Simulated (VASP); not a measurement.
# Sn (Fm-3m) in VASP: notebook

Sn is run at these levels: PBE; tasks: single point.

Everything below comes from runs of VASP 6.6.1. Logs are shortened: lines on timing, memory, paths and dates and some standing lists are left out, and cuts for length are marked.

## 1. The cell of the first run

It takes space group Fm-3m (No. 225, cubic). Conventional cell: a = 4.788 Å, b = 4.788 Å, c = 4.788 Å, α = 90.00°, β = 90.00°, γ = 90.00°. Sn (site symmetry m-3m) has 12 Sn at 3.39 Å within 4.5 Å.

This isn't the form of Sn at room conditions, which is tetragonal (white tin).

## 2. Single point, PBE

File INCAR:

```
PREC = Accurate
ENCUT = 500
EDIFF = 1E-6
ISMEAR = -1
SIGMA = 0.15
LREAL = False
LASPH = True
NELM = 120
ALGO = Normal
ISIF = 2
LWAVE = False
LCHARG = True
GGA = PE
LELF = True
LVHAR = True
NBANDS = 13
GGA_COMPAT = False
```

File KPOINTS:

```
regular mesh
0
Gamma
  4 4 4
```

File POSCAR:

```
Sn
1.0
    0.0000000000      2.3939243400      2.3939243400
    2.3939243400      0.0000000000      2.3939243400
    2.3939243400      2.3939243400      0.0000000000
Sn
1
Direct
    0.0000000000      0.0000000000      0.0000000000
```

Potentials or basis: VASP PAW PBE potentials, release 64 (Sn_d).

Launch:

```
> cat potpaw_PBE.64/Sn_d/POTCAR > POTCAR
> mpirun -np 1 vasp_std > vasp.out
```

OUTCAR:

```text
PREC = Accurate
   ENCUT = 500
   EDIFF = 1E-6
   ISMEAR = -1
   LREAL = False
   LASPH = True
   NELM = 120
   ISIF = 2
   GGA = PE

 ion  position               nearest neighbor table
   1  0.000  0.000  0.000-

  LATTYP: Found a face centered cubic cell.
 ALAT       =     4.7878486800

  Lattice vectors:

 A1 = (   0.0000000000,   2.3939243400,   2.3939243400)
 A2 = (   2.3939243400,   0.0000000000,   2.3939243400)
 A3 = (   2.3939243400,   2.3939243400,   0.0000000000)

Analysis of symmetry for initial positions (statically):
=====================================================================
 Subroutine PRICEL returns:
 Original cell was already a primitive cell.

 Routine SETGRP: Setting up the symmetry group for a
 face centered cubic supercell.

 Subroutine GETGRP returns: Found 48 space group operations
 (whereof 48 operations were pure point group operations)
 out of a pool of 48 trial point group operations.

The static configuration has the point symmetry O_h .

Analysis of symmetry for dynamics (positions and initial velocities):
=====================================================================
 Subroutine PRICEL returns:
 Original cell was already a primitive cell.

 Routine SETGRP: Setting up the symmetry group for a
 face centered cubic supercell.

 Subroutine GETGRP returns: Found 48 space group operations
 (whereof 48 operations were pure point group operations)
 out of a pool of 48 trial point group operations.

The dynamic configuration has the point symmetry O_h .

 Subroutine INISYM returns: Found 48 space group operations
 (whereof 48 operations are pure point group operations),
 and found     1 'primitive' translations

----------------------------------------------------------------------------------------

                                     Primitive cell

  volume of cell :      27.4386

  direct lattice vectors                    reciprocal lattice vectors
     0.000000000  2.393924340  2.393924340    -0.208862073  0.208862073  0.208862073
     2.393924340  0.000000000  2.393924340     0.208862073 -0.208862073  0.208862073
     2.393924340  2.393924340  0.000000000     0.208862073  0.208862073 -0.208862073

  length of vectors
     3.385520269  3.385520269  3.385520269     0.361759722  0.361759722  0.361759722

  position of ions in fractional coordinates (direct lattice)
     0.000000000  0.000000000  0.000000000

  ion indices of the primitive-cell ions
   primitive index   ion index
                 1           1

----------------------------------------------------------------------------------------

 KPOINTS: regular mesh

Automatic generation of k-mesh.
 Grid dimensions read from file:
 generate k-points for:    4    4    4

 Generating k-lattice:

  Cartesian coordinates                     Fractional coordinates (reciprocal lattice)
    -0.052215518  0.052215518  0.052215518     0.250000000  0.000000000  0.000000000
     0.052215518 -0.052215518  0.052215518     0.000000000  0.250000000  0.000000000
     0.052215518  0.052215518 -0.052215518     0.000000000  0.000000000  0.250000000

  Length of vectors
     0.090439931  0.090439931  0.090439931

  Shift w.r.t. Gamma in fractional coordinates (k-lattice)
     0.000000000  0.000000000  0.000000000

 Subroutine IBZKPT returns following result:
 ===========================================

 Found      8 irreducible k-points:

 Following reciprocal coordinates:
            Coordinates               Weight
  0.000000  0.000000  0.000000      1.000000
  0.250000  0.000000  0.000000      8.000000
  0.500000  0.000000  0.000000      4.000000
  0.250000  0.250000  0.000000      6.000000
  0.500000  0.250000  0.000000     24.000000
 -0.250000  0.250000  0.000000     12.000000
  0.500000  0.500000  0.000000      3.000000
 -0.250000  0.500000  0.250000      6.000000
   k-points           NKPTS =      8   k-points in BZ     NKDIM =      8   number of bands    NBANDS=     13
   number of dos      NEDOS =    301   number of ions     NIONS =      1
   total plane-waves  NPLWV =  21952
   dimension x,y,z NGX =    28 NGY =   28 NGZ =   28
   dimension x,y,z NGXF=    56 NGYF=   56 NGZF=   56
   ions per type =               1
   NGX,Y,Z   is equivalent  to a cutoff of  13.75, 13.75, 13.75 a.u.
   NGXF,Y,Z  is equivalent  to a cutoff of  27.50, 27.50, 27.50 a.u.
 SYSTEM =  unknown system
   PREC   = accura    normal or accurate (medium, high low for compatibility)
   ISTART =      0    job   : 0-new  1-cont  2-samecut
   ICHARG =      2    charge: 1-file 2-atom 10-const
   ISPIN  =      1    spin polarized calculation?
   LNONCOLLINEAR =      F non collinear calculations
   LSORBIT =      F    spin-orbit coupling
   LASPH  =      T    aspherical Exc in radial PAW
   ENCUT  =  500.0 eV  36.75 Ry    6.06 a.u.   6.17  6.17  6.17*2*pi/ulx,y,z
   NELM   =    120;   NELMIN=  2; NELMDL= -5     # of ELM steps
   EDIFF  = 0.1E-05   stopping-criterion for ELM
   LREAL  =      F    real-space projection
   EDIFFG = 0.1E-04   stopping-criterion for IOM
   NSW    =      0    number of steps for IOM
   IBRION =     -1    ionic relax: 0-MD 1-quasi-New 2-CG
   NFREE  =      0    steps in history (QN), initial steepest desc. (CG)
   ISIF   =      2    stress and relaxation
   ISYM   =      2    0-nonsym 1-usesym 2-fastsym
   POTIM  = 0.5000    time-step for ionic-motion
   TEBEG  =    0.0;   TEEND  =   0.0 temperature during run
   PSTRESS=    0.0 pullay stress
   NELECT =      14.0000    total number of electrons
   NUPDOWN=      -1.0000    fix difference up-down
   EMIN   =  10.00;   EMAX   =-10.00  energy-range for DOS
   EFERMI =   0.00;   METHOD = LEGACY
   ISMEAR =    -1;   SIGMA  =   0.15  broadening in eV -4-tet -1-fermi 0-gaus
   EFERMI_NEDOS =   21; number of points for ismear=-14 and -15
   IALGO  =     38    algorithm
   IMIX   =      4    mixing-type and parameters
     AMIX     =   0.40;   BMIX     =  1.00
     AMIX_MAG =   1.60;   BMIX_MAG =  1.00
  volume/ion in A,a.u.               =      27.44       185.16
  Fermi-wavevector in a.u.,A,eV,Ry     =   1.308169  2.472080 23.283723  1.711305
  Thomas-Fermi vector in A             =   2.438854
   LORBIT       =      0    0 simple, 1 ext, 2 COOP (PROOUT), +10 PAW based schemes
   GGA     = PE    functional components
   LHFCALC =     F    Hartree Fock is set to
   AEXX    =    0.0000 exact exchange contribution
   IVDW    =     0    specifies the selected vdW correction
   LEPSILON=     F    determine dielectric tensor
   LRPA    =     F    only Hartree local field effects (RPA)
 non-spin polarized calculation
  energy-cutoff  :      500.00
  volume of cell :       27.44
 maximum number of plane-waves:       725
 NGX is ok and might be reduce to    28
   NGX = 13   NGY = 13   NGZ = 13

 number of electron      14.0000003 magnetization

 Free energy of the ion-electron system (eV)
  ---------------------------------------------------
  ext. energy  EPLUGINS =         0.00000000
  ---------------------------------------------------
  free energy    TOTEN  =        -3.69448328 eV

  energy without entropy =       -3.63631224  energy(sigma->0) =       -3.66539776

 E-fermi :   8.0140     XC(G=0): -10.3275

 val. band max:        7.8401427769   @ k =  -0.2500   0.5000   0.2500
 cond. band min:       8.0891857299   @ k =  -0.2500   0.2500   0.0000
 fundamental gap:      0.2490429530
 Fermi energy:         8.0140201631

 k-point     1 :       0.0000    0.0000    0.0000
  band No.  band energies     occupation
      1     -13.5628      2.00000
      2     -13.5628      2.00000
      3     -13.5628      2.00000
      4     -13.4839      2.00000
      5     -13.4839      2.00000
      6      -3.0514      2.00000
      7      15.6420      0.00000
      8      15.6420      0.00000
      9      15.6420      0.00000
     10      18.6169      0.00000
     11      19.7959      0.00000
     12      19.7959      0.00000
     13      19.7959      0.00000

 k-point     2 :       0.2500    0.0000    0.0000
  band No.  band energies     occupation
      1     -13.5606      2.00000
      2     -13.5418      2.00000
      3     -13.5418      2.00000
      4     -13.4643      2.00000
      5     -13.4643      2.00000
      6      -1.7743      2.00000
      7       8.9853      0.00308
      8      14.4631      0.00000
      9      14.4631      0.00000
     10      17.5601      0.00000
     11      20.1108      0.00000
     12      20.1108      0.00000
     13      20.3954      0.00000

 k-point     3 :       0.5000    0.0000    0.0000
  band No.  band energies     occupation
      1     -13.5613      2.00000
      2     -13.5536      2.00000
      3     -13.5536      2.00000
      4     -13.4113      2.00000
      5     -13.4113      2.00000
      6       1.2352      2.00000
      7       3.4321      2.00000
      8      13.7488      0.00000
      9      13.7488      0.00000
     10      17.9939      0.00000
     11      18.1611      0.00000
     12      18.6225      0.00000
     13      18.6225      0.00000

 k-point     4 :       0.2500    0.2500    0.0000
  band No.  band energies     occupation
      1     -13.6048      2.00000
      2     -13.5310      2.00000
      3     -13.4800      2.00000
      4     -13.4800      2.00000
      5     -13.4499      2.00000
      6      -1.3468      2.00000
      7      11.1931      0.00000
      8      11.9365      0.00000
      9      11.9365      0.00000
     10      15.0784      0.00000
     11      15.6512      0.00000
     12      25.4247      0.00000
     13      25.4247      0.00000

 k-point     5 :       0.5000    0.2500    0.0000
  band No.  band energies     occupation
      1     -13.5919      2.00000
      2     -13.5333      2.00000
      3     -13.4809      2.00000
      4     -13.4530      2.00000
      5     -13.4072      2.00000
      6       1.4761      2.00000
      7       5.5659      2.00000
      8       8.9813      0.00316
      9      11.4101      0.00000
     10      14.6436      0.00000
     11      19.7322      0.00000
     12      22.9454      0.00000
     13      23.4437      0.00000

 k-point     6 :      -0.2500    0.2500    0.0000
  band No.  band energies     occupation
      1     -13.5566      2.00000
      2     -13.5291      2.00000
      3     -13.4906      2.00000
      4     -13.4747      2.00000
      5     -13.4422      2.00000
      6       0.3046      2.00000
      7       7.3530      1.97590
      8       8.0892      0.75456
      9      13.4084      0.00000
     10      16.2840      0.00000
     11      21.2940      0.00000
     12      21.5538      0.00000
     13      22.1286      0.00000

 k-point     7 :       0.5000    0.5000    0.0000
  band No.  band energies     occupation
      1     -13.6468      2.00000
      2     -13.5869      2.00000
      3     -13.4157      2.00000
      4     -13.3941      2.00000
      5     -13.3941      2.00000
      6       3.1160      2.00000
      7       4.4267      2.00000
      8      10.0680      0.00000
      9      10.0680      0.00000
     10      13.3861      0.00000
     11      13.7744      0.00000
     12      28.0190      0.00000
     13      29.7685      0.00000

 k-point     8 :      -0.2500    0.5000    0.2500
  band No.  band energies     occupation
      1     -13.5439      2.00000
      2     -13.5242      2.00000
      3     -13.5242      2.00000
      4     -13.4549      2.00000
      5     -13.3941      2.00000
      6       3.4615      2.00000
      7       6.2832      1.99998
      8       6.2832      1.99998
      9       7.8401      1.52237
     10      19.0062      0.00000
     11      20.2621      0.00000
     12      20.2621      0.00000
     13      21.6480      0.00000

------------------------ aborting loop because EDIFF is reached ----------------------------------------

  FORCE on cell =-STRESS in cart. coord.  units (eV):
  Direction    XX          YY          ZZ          XY          YZ          ZX
  --------------------------------------------------------------------------------------
  -------------------------------------------------------------------------------------
  Total        0.1946999      0.1946999      0.1946999     -0.0000000     -0.0000000     -0.0000000
  in kB       11.3688116     11.3688116     11.3688116     -0.0000000     -0.0000000     -0.0000000
  external PRESSURE =      11.3688116 kB  Pullay stress =       0.0000000 kB

 VOLUME and BASIS-vectors are now :
 -----------------------------------------------------------------------------
  energy-cutoff  :      500.00
  volume of cell :       27.44
      direct lattice vectors                 reciprocal lattice vectors
     0.000000000  2.393924340  2.393924340    -0.208862073  0.208862073  0.208862073
     2.393924340  0.000000000  2.393924340     0.208862073 -0.208862073  0.208862073
     2.393924340  2.393924340  0.000000000     0.208862073  0.208862073 -0.208862073

 POSITION                                       TOTAL-FORCE (eV/Angst)
 -----------------------------------------------------------------------------------
      0.00000      0.00000      0.00000         0.000000      0.000000      0.000000
 -----------------------------------------------------------------------------------
    total drift:                               -0.000000      0.000000      0.000000

  FREE ENERGIE OF THE ION-ELECTRON SYSTEM (eV)
  ---------------------------------------------------
  free  energy   TOTEN  =        -3.6944832818 eV

  energy  without entropy=       -3.6363122425  energy(sigma->0) =       -3.66539776
```

Run time: 5.1 s. Hardware: 1 thread of AMD EPYC 7R43 (Zen 3), shared host; peak memory 0.12 GiB.

Results:

```yaml
Free_energy: -3.6945 eV
Pressure: 1.1 GPa
Band_gap_on_the_k_mesh: zero (bands 7 and 8 overlap by 9.36 eV)
```

Levels at points of the mesh, in eV from the Fermi level:
```tsv
k point	band 5	band 6	band 7	band 8	band 9	band 10
(0.00, 0.00, 0.00)	-21.50	-11.07	7.63	7.63	7.63	10.60
(0.50, 0.00, 0.00)	-21.43	-6.78	-4.58	5.73	5.73	9.98
(0.50, 0.50, 0.00)	-21.41	-4.90	-3.59	2.05	2.05	5.37
```

Caveat: the k points lie up to 0.57 Å⁻¹ apart, too coarse for converged energies and pressures of a metal; spin-orbit coupling is left out, which moves the levels of the heavy elements.

## 3. Single point, PBE, non-collinear spin, zero start, spin-orbit coupling

File INCAR:

```
  PREC = Accurate
  ENCUT = 500
  EDIFF = 1E-6
  ISMEAR = -1
  SIGMA = 0.15
  LREAL = False
  LASPH = True
  NELM = 200
  ALGO = Normal
  ISIF = 2
  LWAVE = False
  LCHARG = True
  MAGMOM = 0 0 0
  LORBIT = 11
  LSORBIT = True
  GGA_COMPAT = False
  LORBMOM = True
  GGA = PE
  LVHAR = True
  NBANDS = 25
```

File KPOINTS:

```
Automatic mesh
0
Gamma
  4 4 4
```

POSCAR is that of step 2.

Potentials or basis: VASP PAW PBE potentials, release 64 (Sn_d).

Launch:

```
> cat potpaw_PBE.64/Sn_d/POTCAR > POTCAR
> mpirun -np 1 vasp_ncl > vasp.out
```

Wall time 20 s (1 thread of AMD EPYC 7R43 (Zen 3), shared host); peak memory 0.2 GiB.

It converged, with:

| Quantity | Value |
| --- | --- |
| Free energy | -3.7475 eV |
| Pressure | 1.0 GPa |
| Net moment | 0.00 μB per cell |
| Valence electrons inside the program's atomic spheres | Sn 12.14 |

Moments on the atoms (μB; x, y, z):
```
Sn  0.00 0.00 0.00
```

Caveat: the k points lie up to 0.57 Å⁻¹ apart.

The gap in the log of VASP goes by the Fermi energy; the results here count the filled bands.